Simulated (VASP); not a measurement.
# Na2B3: single point with PBE

The system is Na2B3.

```xyz
5
Lattice="3.7743 0.0000 0.0000 0.0000 3.7743 0.0000 0.0000 0.0000 6.5656" Properties=species:S:1:pos:R:3 pbc="T T T"
Na    0.0000    0.0000    3.2828
Na    1.8872    1.8872    0.0000
B     0.0000    0.0000    0.7911
B     0.0000    0.0000    5.7745
B     1.8872    1.8872    3.2828
```

The cell was built from a structure type or drawn by symmetry, and may not be a known phase.

```json
{"Program": "VASP 6.6.1", "Task": "single point", "Functional": "PBE", "Potentials or basis": "VASP PAW PBE potentials, release 64 (Na_pv, B)", "Cutoff": "520 eV", "k mesh": "6 × 6 × 6", "Occupations": "gaussian, width 0.1 eV", "Spin": "no spin polarisation", "Dipole correction": "no", "Further INCAR settings": "ALGO = Normal; EDIFF = 1e-07; NBANDS = 20"}
```

```yaml
Pressure: 0.0 GPa
Largest_force: 0.010 eV/Å
Band_gap_on_the_k_mesh: zero (an odd number of electrons rules out a gap without spin polarisation)
```

Forces in eV/Å, atoms in the order of the input:
```
Na   0.000  0.000  0.000
Na   0.000  0.000  0.000
B    0.000  0.000  0.010
B    0.000  0.000 -0.010
B    0.000  0.000  0.000
```

Stress tensor (GPa, compression positive):
```
0.02 0.00 0.00
0.00 0.02 0.00
0.00 0.00 0.11
```

Levels at points of the mesh, in eV from the Fermi level:
```
           k point  band 7  band 8  band 9  band 10  band 11  band 12  band 13  band 14  band 15  band 16
(0.00, 0.00, 0.00)   -8.39   -6.14   -3.37    -0.09     0.33     0.33     1.42     1.67     1.67     4.95
(0.50, 0.00, 0.00)   -7.72   -5.50   -2.28    -1.95    -1.82    -0.23     0.67     1.25     1.58     4.09
(0.50, 0.50, 0.00)   -7.34   -4.84   -1.79    -1.79    -1.56     0.04     0.04     0.04     0.90     2.64
(0.00, 0.00, 0.50)   -8.28   -6.51   -2.24    -1.55     0.49     0.49     1.35     1.35     2.10     5.33
(0.50, 0.00, 0.50)   -7.69   -5.43   -3.12    -2.41    -0.09     0.11     0.67     1.12     1.58     2.78
(0.50, 0.50, 0.50)   -7.32   -4.82   -1.85    -1.44    -1.44    -0.75    -0.75     0.48     0.73     3.74
```

Wall time 70 s on 1 thread of Intel Xeon 8259CL, with other jobs on the host, peak memory 0.21 GiB.
